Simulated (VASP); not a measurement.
A run of VASP 6.6.1 is set up as follows.

The input INCAR:

```
SYSTEM = Au
PREC     = Accurate       ! precision mode
ENCUT    = 520            ! plane-wave cutoff, eV
EDIFF    = 1E-7           ! SCF threshold, eV
ISMEAR   = -1             ! smearing method
SIGMA    = 0.05           ! smearing width, eV
LREAL    = .FALSE.        ! projectors in reciprocal space
LASPH    = .TRUE.         ! aspherical terms in the spheres
NELM     = 60             ! most SCF steps
ALGO     = Normal         ! electronic algorithm
ISIF     = 2              ! what is computed and relaxed
LWAVE    = .FALSE.        ! write WAVECAR
LCHARG   = .FALSE.        ! write CHGCAR
GGA      = PE             ! functional
NBANDS   = 18             ! bands
```

KPOINTS

```
regular mesh
0
G
  9 9 5
  0 0 0
```

File POSCAR:

```
Au
1.0
    2.9000000000      0.0000000000      0.0000000000
   -1.4500000000      2.5114736710      0.0000000000
    0.0000000000      0.0000000000      4.8800000000
Au
2
Direct
    0.9107347349      0.8197191250      0.7500000000
    0.5892653306      0.1802810060      0.2500000000
```

Potentials or basis: VASP PAW PBE potentials, release 64 (Au).

Command:

```console
$ cat potpaw_PBE.64/Au/POTCAR > POTCAR
$ mpirun -np 1 vasp_std > vasp.out
```

Question: Estimate the band gap on the k mesh.

Answer: Zero (band 11 reaches 12.25 eV, above the bottom of band 12 at 6.37 eV).

Question: What does it give for the largest force?

Answer: 0.044 eV/Å.

Question: Estimate the pressure.

Answer: 1.4 GPa.

Forces on the atoms (eV/Å):
```
Au  -0.002  0.044  0.000
Au   0.002 -0.044  0.000
```

Caveat: spin-orbit coupling is left out, which moves the levels of the heavy elements.
